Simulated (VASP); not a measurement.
A run of VASP 6.6.1 is set up as follows.

File INCAR:

```
SYSTEM = H4CO
ALGO = Normal
EDIFF = 1E-7
ENCUT = 520
GGA = PE
ISIF = 2
ISMEAR = 0
ISYM = 0
LASPH = .TRUE.
LCHARG = .FALSE.
LREAL = .FALSE.
LWAVE = .FALSE.
NBANDS = 16
NELM = 100
PREC = Accurate
SIGMA = 0.005
```

File KPOINTS:

```
k-points
0
G
  1 1 1
  0 0 0
```

POSCAR

```
H4CO
1.0
   14.0000000000      0.0000000000      0.0000000000
    0.0000000000     14.5000000000      0.0000000000
    0.0000000000      0.0000000000     15.0000000000
C O H
1 1 4
Direct
    0.4591885428      0.4857753668      0.4811102650
    0.5515020030      0.4561810939      0.4526728296
    0.4488620068      0.4771970250      0.5535415339
    0.4071249537      0.4420669312      0.4465273736
    0.4447789244      0.5582338578      0.4631915437
    0.5987108355      0.4940103617      0.4825733196
```

Potentials or basis: VASP PAW PBE potentials, release 64 (C, O, H).

Run with:

```bash
$ cat potpaw_PBE.64/C/POTCAR potpaw_PBE.64/O/POTCAR potpaw_PBE.64/H/POTCAR > POTCAR
$ mpirun -np 1 vasp_gam > vasp.out
```

Q: Estimate the largest force.

A: 0.131 eV/Å.

Q: What does it give for the gap between the frontier levels?

A: 5.58 eV.

Forces in eV/Å, atoms in the order of the input:
```
C   -0.127  0.021  0.023
O    0.042 -0.078 -0.068
H   -0.004 -0.002  0.021
H   -0.013 -0.010 -0.008
H   -0.005  0.020 -0.005
H    0.107  0.049  0.037
```
